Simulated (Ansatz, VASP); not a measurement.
**TiO2: VASP beside Ansatz**

Contents of POSCAR:

```
TiO2
1.0
    4.6649846813      0.0000000000      0.0000000000
    0.0000000000      4.6649846813      0.0000000000
    0.0000000000      0.0000000000      2.8584826272
Ti O
2 4
Direct
    0.5000000000      0.5000000000      0.0000000000
    0.0000000000      0.0000000000      0.5000000000
    0.6961082524      0.6961082524      0.5000000000
    0.8038917476      0.1961082524      0.0000000000
    0.1961082524      0.8038917476      0.0000000000
    0.3038917476      0.3038917476      0.5000000000
```

The input INCAR.step1:

```
SYSTEM = TiO2
  PREC = Accurate
  ENCUT = 520
  ISMEAR = 0
  SIGMA = 0.02
  LREAL = .FALSE.
  LASPH = .TRUE.
  NELM = 150
  LMAXMIX = 4
  LDAU = .TRUE.
  LDAUTYPE = 2
  LDAUL = 2 -1
  LDAUU = 4 0
  LDAUJ = 0 0
  NBANDS = 33
  GGA = PE
  ALGO = Normal
  EDIFF = 1E-4
  LWAVE = .TRUE.
  LCHARG = .FALSE.
```

INCAR.step2

```
SYSTEM = TiO2
  PREC = Accurate
  ENCUT = 520
  EDIFF = 1E-6
  ISMEAR = 0
  SIGMA = 0.02
  LREAL = .FALSE.
  LASPH = .TRUE.
  NELM = 150
  ALGO = Normal
  ISIF = 2
  LWAVE = .FALSE.
  LCHARG = .FALSE.
  LMAXMIX = 4
  LDAU = .TRUE.
  LDAUTYPE = 2
  LDAUL = 2 -1
  LDAUU = 4 0
  LDAUJ = 0 0
  LDAUPRINT = 1
  METAGGA = R2SCAN
  LMIXTAU = .TRUE.
  NBANDS = 33
  ISTART = 1
```

KPOINTS

```
regular mesh
0
G
  6 6 8
  0 0 0
```

Input for Ansatz:

```yaml
crystal:
  lattice:
    - [4.6649846813, 0.0, 0.0]
    - [0.0, 4.6649846813, 0.0]
    - [0.0, 0.0, 2.8584826272]
  atoms:
    - { symbol: Ti, position: [0.5, 0.5, 0.0] }
    - { symbol: Ti, position: [0.0, 0.0, 0.5] }
    - { symbol: O, position: [0.6961082524, 0.6961082524, 0.5] }
    - { symbol: O, position: [0.8038917476, 0.1961082524, 0.0] }
    - { symbol: O, position: [0.1961082524, 0.8038917476, 0.0] }
    - { symbol: O, position: [0.3038917476, 0.3038917476, 0.5] }
basis:
  ecutwfc: 500
kpoints:
  mp_grid: { grid: [6, 6, 8] }
  band_path: { path: [VBM, CBM], npoints: 2 }
hamiltonian:
  xc: r2scan
  hubbard: { sites: [{ species: Ti, l: d, u_eff: 4.0 }] }
scf:
  occupations: { method: gaussian, width: 0.02 }
output:
  forces: true
  stress: true
  eigenvalues: true
checkpoint:
  read: start.run
  write: ck
  compress: false
  write_wavefunctions: false
  write_every: 100000
```

Alike in both runs: task single point; functional r2SCAN; k mesh 6 × 6 × 8; occupations gaussian, width 0.02 eV; no spin polarisation; Hubbard terms Ti d U = 4.0 eV.

|  | VASP | Ansatz |
| --- | --- | --- |
| version | VASP 6.6.1 | Ansatz 0.2.0 |
| potentials or method | VASP PAW PBE potentials, release 64 (Ti_sv, O), cutoff 520 eV | scalar-relativistic, plane waves, PAW |
| valence electrons in the cell | 48 | 48 |

```tsv
	VASP	Ansatz	Ansatz less VASP
gap on the k mesh at the Fermi level (eV)	2.79	2.69	-0.102
least direct gap on the mesh (eV)	2.84	2.76	-0.075
pressure (GPa)	12.1	6.7	-5.36
traceless stress, the component that is largest in VASP (GPa)	14.69	13.51	-1.178
rms of the force components (eV/Å)	0.111	0.001	-0.1096
```

VASP's potentials were made for PBE, not for r2SCAN. The programs project onto different local orbitals, so the same U acts differently, and such runs can settle in different states. Atom by atom the forces differ by 0.110 eV/Å (rms over components).
